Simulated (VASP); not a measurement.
Here is a VASP 6.6.1 calculation.

File INCAR:

```
SYSTEM = K
PREC = Accurate ; ENCUT = 520
EDIFF = 1E-6 ; ISMEAR = -1
SIGMA = 0.08 ; LREAL = .False.
LASPH = .True. ; NELM = 100
ALGO = Normal ; ISIF = 2
LWAVE = .False. ; LCHARG = .False.
GGA = PE ; NBANDS = 16
```

The input KPOINTS:

```
Automatic mesh
0
Gamma
  12 12 7
  0 0 0
```

POSCAR

```
K
1.0
    3.7669651066      0.0000000000      0.0000000000
   -1.8834825533      3.2622874775      0.0000000000
    0.0000000000      0.0000000000      6.1165656616
K
2
Direct
    0.3333333333      0.6666666667      0.2500000000
    0.6666666667      0.3333333333      0.7500000000
```

Potentials or basis: VASP PAW PBE potentials, release 64 (K_sv).

The run is started by

```console
$ cat potpaw_PBE.64/K_sv/POTCAR > POTCAR
$ mpirun -np 1 vasp_std > vasp.out
```

Predict the band gap on the k mesh.

zero (bands 9 and 10 overlap by 2.68 eV).

Predict the pressure.

8.4 GPa.

Caveat: the cell stands under pressure.
